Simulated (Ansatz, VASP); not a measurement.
One calculation of CuI, two programs

```
Cu I
1.0
     4.28719    0.00000    0.00000
     2.14359    3.71281    0.00000
     2.14359    1.23760    3.50047
Cu I
1 1
Direct
  0.25000 0.25000 0.25000
  0.00000 0.00000 0.00000
```

Alike in both runs: task relaxation of cell and atoms; functional r2SCAN; dispersion D4; k mesh 6 × 6 × 6; no spin polarisation.

```csv
,VASP,Ansatz
version,VASP 6.6.1,Ansatz 0.2.0
potentials or method,"VASP PAW PBE potentials, release 64 (Cu, I), cutoff 600 eV","plane waves, PAW"
occupations,"gaussian, width 0.01 eV",fixed
valence electrons in the cell,18,36
```

|  | VASP | Ansatz | Ansatz less VASP |
| --- | --- | --- | --- |
| relaxed volume (Å³/atom) | 26.79 | 26.90 | +0.106 |
| relaxed length of the cell vector where the two differ most in proportion (Å) | 4.232 | 4.237 | +0.0056 |

VASP's potentials were made for PBE, not for r2SCAN. VASP's potentials hold 18 valence electrons a cell and Ansatz's 36, so a difference there can come from the potentials and not from the codes.

Neither program's run includes spin-orbit coupling.
